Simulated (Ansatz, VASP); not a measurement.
One calculation of Sc3Ta, two programs

Contents of INCAR:

```
ALGO     = Normal         # electronic algorithm
EDIFF    = 1E-6           # SCF threshold, eV
EDIFFG   = -0.04          # ionic threshold
ENCUT    = 600            # plane-wave cutoff, eV
GGA      = PE             # functional
IBRION   = 2              # ionic algorithm
ISIF     = 3              # what is computed and relaxed
ISMEAR   = 0              # smearing method
LASPH    = True           # aspherical terms in the spheres
LCHARG   = False          # write CHGCAR
LREAL    = False          # projectors in reciprocal space
LWAVE    = False          # write WAVECAR
NELM     = 100            # most SCF steps
NSW      = 90             # ionic steps
PREC     = Accurate       # precision mode
SIGMA    = 0.1            # smearing width, eV
```

File KPOINTS:

```
k-points
0
Gamma
  3 3 4
```

Contents of POSCAR:

```
Sc3Ta
1.0
    6.0159104194      0.0000000000      0.0000000000
   -3.0079552097      5.2099312501      0.0000000000
    0.0000000000      0.0000000000      4.8286963203
Sc Ta
6 2
Direct
    0.8330000000      0.6660000000      0.2500000000
    0.1670000000      0.8330000000      0.7500000000
    0.3340000000      0.1670000000      0.2500000000
    0.1670000000      0.3340000000      0.7500000000
    0.8330000000      0.1670000000      0.2500000000
    0.6660000000      0.8330000000      0.7500000000
    0.3333333333      0.6666666667      0.2500000000
    0.6666666667      0.3333333333      0.7500000000
```

Input for Ansatz:

```yaml
crystal:
  lattice:
    - [6.0159104194, 0.0, 0.0]
    - [-3.0079552097, 5.2099312501, 0.0]
    - [0.0, 0.0, 4.8286963203]
  atoms:
    - { symbol: Sc, position: [0.833, 0.666, 0.25] }
    - { symbol: Sc, position: [0.167, 0.833, 0.75] }
    - { symbol: Sc, position: [0.334, 0.167, 0.25] }
    - { symbol: Sc, position: [0.167, 0.334, 0.75] }
    - { symbol: Sc, position: [0.833, 0.167, 0.25] }
    - { symbol: Sc, position: [0.666, 0.833, 0.75] }
    - { symbol: Ta, position: [0.3333333333, 0.6666666667, 0.25] }
    - { symbol: Ta, position: [0.6666666667, 0.3333333333, 0.75] }
basis:
  ecutwfc: 420
kpoints:
  mp_grid: { grid: [3, 3, 4] }
hamiltonian:
  xc: pbe
scf:
  occupations: { method: gaussian, width: 0.1 }
  lower_state_search: "off"
output:
  forces: true
  stress: true
  eigenvalues: true
relax:
  adjacent_minimum: "off"
  f_tol: 0.04
  max_steps: 70
  cell: { stress_tol: 0.4 }
```

Alike in both runs: task relaxation of cell and atoms; functional PBE; k mesh 3 × 3 × 4; occupations gaussian, width 0.1 eV; no spin polarisation.

|  | VASP | Ansatz |
| --- | --- | --- |
| version | VASP 6.6.1 | Ansatz 0.2.0 |
| potentials or method | VASP PAW PBE potentials, release 64 (Sc_sv, Ta_pv), cutoff 600 eV | scalar-relativistic, plane waves, PAW |
| valence electrons in the cell | 88 | 92 |

|  | VASP | Ansatz | Ansatz less VASP |
| --- | --- | --- | --- |
| gap on the k mesh at the Fermi level, each at its own relaxed structure (eV) | none | none | - |
| relaxed volume (Å³/atom) | 22.10 | 22.15 | +0.049 |
| relaxed cell length with the largest relative difference (Å) | 4.993 | 4.998 | +0.0050 |

A gap of «none» marks a metal or a gap that the smearing closes. VASP's potentials hold 88 valence electrons a cell and Ansatz's 92, so a difference there can come from the potentials and not from the codes.

The k mesh is coarse, so the values compare programs but aren't converged. Spin-orbit coupling is off throughout. Noted on VASP's run: the volume moved by over 15 % at a fixed basis, so the end points are rough.
